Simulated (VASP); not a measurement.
Write the native input for VASP 6.6.1 that does the following.

```
Task                   : single point
Functional             : PBEsol
Potentials or basis    : VASP PAW PBE potentials, release 64 (Zn, S)
Cutoff                 : 520 eV
k mesh                 : 7 × 7 × 3
Occupations            : gaussian, width 0.05 eV
Spin                   : no spin polarisation
Dipole correction      : no
Further INCAR settings : ALGO = Normal; EDIFF = 1e-06; NBANDS = 46
```

The structure of ZnS lies in POSCAR:

```
ZnS
1.0
   -2.7046500000     -2.7046500000      0.0000000000
    2.7046500000     -2.7046500000      0.0000000000
    0.0000000000      0.0000000000     11.8186000000
Zn S
4 4
Direct
    0.0000000000      0.0000000000      0.8581758838
    0.5000000000      0.5000000000      0.1716351768
    0.0000000000      0.0000000000      0.4004820791
    0.5000000000      0.5000000000      0.6293289814
    0.5000000000      0.0000000000      0.2860586279
    0.0000000000      0.5000000000      0.5149055303
    0.5000000000      0.0000000000      0.7437524326
    0.0000000000      0.5000000000      0.0572117256
```

This cell differs from its parent crystal: the distance across one plane changed.

One way to write it, as run:

INCAR

```
PREC     = Accurate       # precision mode
ENCUT    = 520            # plane-wave cutoff, eV
EDIFF    = 1E-6           # SCF threshold, eV
ISMEAR   = 0              # smearing method
SIGMA    = 0.05           # smearing width, eV
LREAL    = False          # projectors in reciprocal space
LASPH    = True           # aspherical terms in the spheres
NELM     = 80             # most SCF steps
ALGO     = Normal         # electronic algorithm
ISIF     = 2              # what is computed and relaxed
LWAVE    = False          # write WAVECAR
LCHARG   = False          # write CHGCAR
GGA      = PS             # functional
NBANDS   = 46             # bands
```

KPOINTS

```
regular mesh
0
Gamma
  7 7 3
```

Potentials or basis: VASP PAW PBE potentials, release 64 (Zn, S).

Command:

```console
$ cat potpaw_PBE.64/Zn/POTCAR potpaw_PBE.64/S/POTCAR > POTCAR
$ mpirun -np 1 vasp_std > vasp.out
```

Results of the run:

```json
{
  "Pressure": "-4.2 GPa",
  "Largest force": "1.626 eV/Å",
  "Band gap on the k mesh": "0.09 eV (least direct gap 0.21 eV)"
}
```

Caveat: the cell differs from its parent crystal (the distance across one plane changed); the cell stands under tension; the PAW data sets were made with another functional, which shifts forces and pressure a little; an odd mesh through Γ misses points on the zone boundary, where band edges can lie.

Wall time 2.7 min on 1 thread of Intel(R) Xeon(R) Platinum 8488C (Sapphire Rapids), with other jobs on the host, peak memory 0.36 GiB.
